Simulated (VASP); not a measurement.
A run of VASP 6.6.1:

The input INCAR:

```
PREC     = Accurate       # precision mode
ENCUT    = 910            # plane-wave cutoff, eV
EDIFF    = 1E-6           # SCF threshold, eV
ISMEAR   = 0              # smearing method
SIGMA    = 0.01           # smearing width, eV
LREAL    = False          # projectors in reciprocal space
LASPH    = True           # aspherical terms in the spheres
NELM     = 120            # most SCF steps
ALGO     = Normal         # electronic algorithm
ISIF     = 2              # what is computed and relaxed
LWAVE    = False          # write WAVECAR
LCHARG   = False          # write CHGCAR
GGA      = CA             # functional
NBANDS   = 30             # bands
GGA_COMPAT= False
```

File KPOINTS:

```
regular mesh
0
Gamma
  4 4 4
```

Contents of POSCAR:

```
N
1.0
    5.8151017200      0.0000000000      0.0000000000
    0.0000000000      5.8151017200      0.0000000000
    0.0000000000      0.0000000000      5.8151017200
N
8
Direct
    0.0458611400      0.4541388600      0.5458611400
    0.4541388600      0.5458611400      0.0458611400
    0.5458611400      0.0458611400      0.4541388600
    0.9541388600      0.9541388600      0.9541388600
    0.9360985600      0.5639014400      0.4360985600
    0.5639014400      0.4360985600      0.9360985600
    0.4360985600      0.9360985600      0.5639014400
    0.0639014400      0.0639014400      0.0639014400
```

Potentials or basis: VASP PAW LDA potentials, release 64 (N_h).

Run with:

```bash
$ cat potpaw_LDA.64/N_h/POTCAR > POTCAR
$ mpirun -np 1 vasp_std > vasp.out
```

Hardware: 1 thread of AMD EPYC 7R43 64-Core Processor (Zen 3) (shared host).

Task: Estimate the wall time of this run.

Result: Run time: 2.6 min on 1 thread of AMD EPYC 7R43 64-Core Processor (Zen 3), with other jobs on the host, peak memory 0.36 GiB. Counts: scf iterations 13, k points 11.
